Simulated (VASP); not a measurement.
Write the native input for VASP 6.6.1 that does the following.

```
Task                   : single point
Functional             : PBE
Potentials or basis    : VASP PAW PBE potentials, release 64 (Ga_d, Os_sv_GW, Pt_sv_GW)
Cutoff                 : 500 eV
k mesh                 : 2 × 2 × 2, shifted
Occupations            : gaussian, width 0.1 eV
Spin                   : no spin polarisation
Dipole correction      : no
Second run             : valence_matched
Further INCAR settings : LREAL = Auto; ALGO = Normal; EDIFF = 1e-06; NBANDS = 152; ISYM = 0
```

The structure of GaOs3Pt12 lies in POSCAR:

```
GaOs3Pt12
1.0
    7.5369104944      0.0000697846     -0.0000352292
    0.0000697846      5.7408229879      0.0069104761
   -0.0000352292      0.0069104761      5.7265366129
Ga Os Pt
1 3 12
Direct
    0.4986632514      0.5130559383      0.9901575878
    0.9987566615      0.0267984760      0.0309820229
    0.9987901476      0.4798263400      0.0060127292
    0.9987215353      0.0181814471      0.4703205266
    0.4987495105      0.9806622417      0.9919317956
    0.2647508399      0.2568646078      0.2392519350
    0.4987692178     -0.0022643296      0.5002274440
    0.7327349964      0.2569137254      0.2391791470
   -0.0012419976      0.4887317425      0.4856395070
    0.2400416828      0.7473740220      0.2446439548
    0.2367376307      0.2386871708      0.7510661208
    0.4987677293      0.5091490472      0.5310338986
    0.7574647982      0.7473861735      0.2446037196
    0.7607793476      0.2387332232      0.7510670114
    0.2190178111      0.7591652728      0.7534307604
    0.7785382617      0.7592372178      0.7533873820
```

The input as run:

INCAR

```
SYSTEM = GaOs3Pt12
PREC = Accurate
ENCUT = 500
EDIFF = 1E-6
ISMEAR = 0
SIGMA = 0.1
LREAL = Auto
LASPH = .TRUE.
NELM = 120
ALGO = Normal
ISIF = 2
LWAVE = .FALSE.
LCHARG = .FALSE.
GGA = PE
ISYM = 0
NBANDS = 152
GGA_COMPAT = .FALSE.
```

KPOINTS

```
Automatic mesh
0
Gamma
  2 2 2
  0.5 0.5 0.5
```

Potentials or basis: VASP PAW PBE potentials, release 64 (Ga_d, Os_sv_GW, Pt_sv_GW).

Command:

```bash
$ cat potpaw_PBE.64/Ga_d/POTCAR potpaw_PBE.64/Os_sv_GW/POTCAR potpaw_PBE.64/Pt_sv_GW/POTCAR > POTCAR
$ mpirun -np 1 vasp_std > vasp.out
```

It gave:

```
Pressure      : -2.9 GPa
Largest force : 0.028 eV/Å
```

Caveat: the k points lie up to 0.55 Å⁻¹ apart.

It took 4.9 min on 1 thread of AMD EPYC 9R45 96-Core Processor (Zen 5), with other jobs on the host, peak memory 0.35 GiB.
